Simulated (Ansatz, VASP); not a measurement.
Hf in VASP and in Ansatz

File INCAR:

```
ALGO = Normal ; DIPOL = 0.5 0.5 0.361
EDIFF = 1E-6 ; ENCUT = 400
GGA = PE ; GGA_COMPAT = F
IDIPOL = 3 ; ISIF = 2
ISMEAR = 1 ; LASPH = T
LCHARG = F ; LDIPOL = T
LREAL = F ; LWAVE = F
NBANDS = 72 ; NELM = 120
NELMDL = -8 ; PREC = Accurate
SIGMA = 0.1
```

Contents of KPOINTS:

```
k-points
0
Gamma
  9 9 1
```

Contents of POSCAR:

```
Hf
1.0
    0.0000000292      5.5553847952      0.0000000000
   -4.8111043750     -2.7776923723      0.0000000000
    0.0000000000      0.0000000000     26.9351481349
Hf
12
Direct
    0.6666670000      0.6666670000      0.2227572676
    0.3333330000      1.0000000000      0.2227572676
    0.0000000000      0.3333330000      0.2227572676
    0.3334804531      0.3336018246      0.3105999749
    0.0001213715      0.6665195469      0.3105999749
    0.6663981754     -0.0001213715      0.3105999749
    0.6650690039      0.6654282264      0.4077876110
    0.3345717736      0.9996407775      0.4077876110
    0.0003592225      0.3349309961      0.4077876110
    0.3238808636      0.3220813179      0.5011673147
   -0.0017995457      0.6761191364      0.5011673147
    0.6779186821      0.0017995457      0.5011673147
```

Input for Ansatz:

```yaml
crystal:
  lattice:
    - [2.92e-08, 5.5553847952, 0.0]
    - [-4.811104375, -2.7776923723, 0.0]
    - [0.0, 0.0, 26.9351481349]
  atoms:
    - { symbol: Hf, position: [0.666667, 0.666667, 0.2227572676] }
    - { symbol: Hf, position: [0.333333, 1.0, 0.2227572676] }
    - { symbol: Hf, position: [0.0, 0.333333, 0.2227572676] }
    - { symbol: Hf, position: [0.3334804531, 0.3336018246, 0.3105999749] }
    - { symbol: Hf, position: [0.0001213715, 0.6665195469, 0.3105999749] }
    - { symbol: Hf, position: [0.6663981754, -0.0001213715, 0.3105999749] }
    - { symbol: Hf, position: [0.6650690039, 0.6654282264, 0.407787611] }
    - { symbol: Hf, position: [0.3345717736, 0.9996407775, 0.407787611] }
    - { symbol: Hf, position: [0.0003592225, 0.3349309961, 0.407787611] }
    - { symbol: Hf, position: [0.3238808636, 0.3220813179, 0.5011673147] }
    - { symbol: Hf, position: [-0.0017995457, 0.6761191364, 0.5011673147] }
    - { symbol: Hf, position: [0.6779186821, 0.0017995457, 0.5011673147] }
basis:
  ecutwfc: 420
kpoints:
  mp_grid: { grid: [9, 9, 1] }
hamiltonian:
  xc: pbe
  pseudopotentials: { kind: paw, azcp: { folder: soft_1 } }
scf:
  occupations: { method: methfessel_paxton, width: 0.1 }
  n_extra_bands: 14
  max_iter: 160
output:
  forces: true
  eigenvalues: true
  write_density: true
  write_potential: true
  elf: true
  volumetric_format: npy
efield:
  axis: 3
  dipole_correction: true
```

Alike in both runs: task single point; functional PBE; k mesh 9 × 9 × 1; occupations methfessel-paxton of order 1, width 0.1 eV; no spin polarisation.

```csv
,VASP,Ansatz
version,VASP 6.6.1,Ansatz 0.2.0
potentials or method,"VASP PAW PBE potentials, release 64 (Hf_pv), cutoff 400 eV","scalar-relativistic, plane waves, PAW"
valence electrons in the cell,120,312
```

|  | VASP | Ansatz | Ansatz less VASP |
| --- | --- | --- | --- |
| gap on the k mesh at the Fermi level (eV) | none | none | - |
| rms of the force components (eV/Å) | 0.319 | 0.308 | -0.0105 |

Atom by atom the forces differ by 0.020 eV/Å (rms over components). A gap of «none» marks a metal or a gap that the smearing closes. VASP's potentials hold 120 valence electrons a cell and Ansatz's 312, so a difference there can come from the potentials and not from the codes. Ansatz's warnings: eigensolver not converged, forces off the residual converged image, xc potential rough in thin density.

Spin-orbit coupling is off throughout.
